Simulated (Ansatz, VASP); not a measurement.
# One calculation of Re, two programs

```
CELL_PARAMETERS angstrom
0.00000 1.93027 1.93027
1.93027 0.00000 1.93027
1.93027 1.93027 0.00000
ATOMIC_POSITIONS crystal
Re 0.00000 0.00000 0.00000
```

Alike in both runs: functional LDA; k mesh 18 × 18 × 18; occupations gaussian, width 0.1 eV; no spin polarisation.

Ansatz relaxed the structure, and its values are those at the end. VASP's run is a single point on that final structure, the one shown.

|  | VASP | Ansatz |
| --- | --- | --- |
| version | VASP 6.6.1 | Ansatz 0.2.0 |
| potentials or method | VASP PAW LDA potentials, release 64 (Re_sv_GW), cutoff 560 eV | scalar-relativistic, plane waves, PAW |
| valence electrons in the cell | 15 | 15 |

```csv
,VASP,Ansatz,Ansatz less VASP
gap on the k mesh at the Fermi level (eV),none,none,-
pressure (GPa),0.0,0.0,0.00
```

LDA's correlation is that of Perdew and Zunger in VASP and of Perdew and Wang (1992) in Ansatz. A gap of «none» marks a metal or a gap that the smearing closes.

Neither program's run includes spin-orbit coupling.
